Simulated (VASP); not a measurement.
Write the native input for VASP 6.6.1 that does the following.

```yaml
Task: single point
Functional: r2SCAN
Potentials_or_basis: VASP PAW PBE potentials, release 64 (Sr_sv, O)
Cutoff: 520 eV
k_mesh: 8 × 8 × 8
Occupations: gaussian, width 0.05 eV
Spin: no spin polarisation
Dipole_correction: no
Further_INCAR_settings: ALGO = Normal; EDIFF = 1e-06; NBANDS = 15
```

The system is SrO.

```
Sr O
1.0
     0.00000    2.67259    2.77538
     2.67259    0.00000    2.77538
     2.67259    2.67259    0.00000
Sr O
1 1
Direct
  0.00000 0.00000 0.00000
  0.50000 0.50000 0.50000
```

This cell differs from its parent crystal: strain +0.040 along x and y, +0.080 along z.

These files were run (other wordings do the same):

POSCAR

```
SrO
1.0
    0.0000000000      2.6725920000      2.7753840000
    2.6725920000      0.0000000000      2.7753840000
    2.6725920000      2.6725920000      0.0000000000
Sr O
1 1
Direct
    0.0000000000      0.0000000000      0.0000000000
    0.5000000000      0.5000000000      0.5000000000
```

INCAR.step1

```
SYSTEM = SrO
PREC = Accurate
ENCUT = 520
ISMEAR = 0
SIGMA = 0.05
LREAL = .False.
LASPH = .True.
NELM = 80
NBANDS = 15
GGA = PE
ALGO = Normal
EDIFF = 1E-4
LWAVE = .True.
LCHARG = .False.
```

INCAR.step2

```
SYSTEM = SrO
PREC = Accurate
ENCUT = 520
EDIFF = 1E-6
ISMEAR = 0
SIGMA = 0.05
LREAL = .False.
LASPH = .True.
NELM = 80
ALGO = Normal
ISIF = 2
LWAVE = .False.
LCHARG = .False.
METAGGA = R2SCAN
LMIXTAU = .True.
NBANDS = 15
ISTART = 1
```

KPOINTS

```
regular mesh
0
Gamma
  8 8 8
  0 0 0
```

Potentials or basis: VASP PAW PBE potentials, release 64 (Sr_sv, O).

Launch:

```console
$ cat potpaw_PBE.64/Sr_sv/POTCAR potpaw_PBE.64/O/POTCAR > POTCAR
$ cp INCAR.step1 INCAR
$ mpirun -np 1 vasp_std > vasp.out
$ cp INCAR.step2 INCAR
$ mpirun -np 1 vasp_std > vasp.out
```

It gave:

```json
{
  "Pressure": "-9.3 GPa",
  "Band gap on the k mesh": "3.56 eV"
}
```

Caveat: the cell differs from its parent crystal (strain +0.040 along x and y, +0.080 along z); the cell stands under tension; the PAW data sets were made with another functional, which shifts forces and pressure a little.

Wall time 3.9 min on 1 thread of Intel Xeon 8259CL, on a shared host, peak memory 0.19 GiB.
